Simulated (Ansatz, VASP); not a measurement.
## One calculation of Ag, two programs

```
Ag
1.0
     0.00000    2.00048    2.00048
     2.00048    0.00000    2.00048
     2.00048    2.00048    0.00000
Ag
1
Direct
  0.00000 0.00000 0.00000
```

Alike in both runs: functional LDA; k mesh 24 × 24 × 24; occupations fermi-dirac, width 0.05 eV; no spin polarisation.

Ansatz relaxed the structure, and its values are those at the end. VASP's run is a single point on that final structure, the one shown.

|  | VASP | Ansatz |
| --- | --- | --- |
| version | VASP 6.6.1 | Ansatz 0.2.0 |
| potentials or method | VASP PAW LDA potentials, release 64 (Ag) | PAW with Ansatz's default frozen-core files, scalar-relativistic |
| plane-wave cutoff (eV) | 520 | 420 |
| valence electrons in the cell | 11 | 19 |

|  | VASP | Ansatz | Ansatz less VASP |
| --- | --- | --- | --- |
| pressure (GPa) | 0.1 | 0.0 | -0.15 |

LDA's correlation is that of Perdew and Zunger in VASP and of Perdew and Wang (1992) in Ansatz. VASP's potentials hold 11 valence electrons a cell and Ansatz's 19, so a difference there can come from the potentials and not from the codes.
